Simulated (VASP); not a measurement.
GaAs: single point with HSE06

Crystal: GaAs.

```
CELL_PARAMETERS angstrom
3.92831 0.00000 0.00000
0.00000 3.92831 0.00000
0.00000 0.00000 2.53584
ATOMIC_POSITIONS crystal
Ga 0.50000 0.50000 0.50000
As 0.00000 0.00000 0.50000
```

```json
{
 "Program": "VASP 6.6.1",
 "Task": "single point",
 "Functional": "HSE06",
 "Potentials or basis": "VASP PAW PBE potentials, release 64 (Ga_d, As)",
 "Cutoff": "520 eV",
 "k mesh": "4 × 4 × 5",
 "Occupations": "fermi-dirac, width 0.05 eV",
 "Spin": "no spin polarisation",
 "Dipole correction": "no",
 "Grid for exact exchange (PRECFOCK)": "Normal",
 "Further INCAR settings": "ALGO = Normal; EDIFF = 1e-07; NBANDS = 16",
 "Share of exact exchange": "0.25",
 "Screening parameter": "0.2079 1/Å"
}
```

| Item | Value |
| --- | --- |
| Pressure | -0.1 GPa |
| Band gap on the k mesh | zero (bands 9 and 10 overlap by 4.30 eV) |

Stress tensor (GPa, compression positive):
```
-0.04  0.00  0.00
 0.00 -0.04  0.00
 0.00  0.00 -0.16
```

Levels at points of the mesh, in eV from the Fermi level:
```
           k point  band 5  band 6  band 7  band 8  band 9  band 10  band 11  band 12  band 13  band 14
(0.00, 0.00, 0.00)  -17.74  -15.61   -6.24   -3.95   -3.95     3.18     6.44     6.44     8.49     9.72
(0.50, 0.00, 0.00)  -17.74  -14.61  -10.24   -2.32    0.29     0.59     1.16     9.10    11.53    11.59
(0.50, 0.50, 0.00)  -17.74  -13.79   -8.05   -6.81   -6.81     8.62     8.62     9.38    12.50    14.22
```

It took 28 min on 1 thread of AMD EPYC 7R13, with other jobs on the host, peak memory 0.27 GiB.

Caveat: the k points lie up to 0.50 Å⁻¹ apart, too coarse for converged energies and pressures of a metal; the PAW data sets were made with another functional, which shifts forces and pressure a little.
